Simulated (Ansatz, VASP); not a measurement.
# Two plane-wave programs on AlP5

```
Al P
1.0
     0.00000    3.98562    3.98562
     3.98562    0.00000    3.98562
     3.98562    3.98562    0.00000
Al P
1 5
Direct
  0.00000 0.00000 0.00000
  0.25000 0.25000 0.25000
  0.12959 0.62347 0.62347
  0.62347 0.62347 0.62347
  0.62347 0.62347 0.12959
  0.62347 0.12959 0.62347
```

Change from the starting cell: species swapped into the ZrNi5 type (F-43m, No. 216).

Alike in both runs: task single point; functional PBE; k mesh 4 × 4 × 4; occupations gaussian, width 0.1 eV; no spin polarisation.

```csv
,VASP,Ansatz
version,VASP 6.6.1,Ansatz 0.2.0
potentials or method,"VASP PAW PBE potentials, release 64 (Al, P), cutoff 500 eV","scalar-relativistic, plane waves, PAW"
valence electrons in the cell,28,28
```

|  | VASP | Ansatz | Ansatz less VASP |
| --- | --- | --- | --- |
| gap on the k mesh at the Fermi level (eV) | none | none | - |
| pressure (GPa) | -14.5 | -14.4 | +0.05 |
| rms of the force components (eV/Å) | 0.145 | 0.143 | -0.0016 |

Atom by atom the forces differ by 0.002 eV/Å (rms over components). A gap of «none» marks a metal or a gap that the smearing closes.
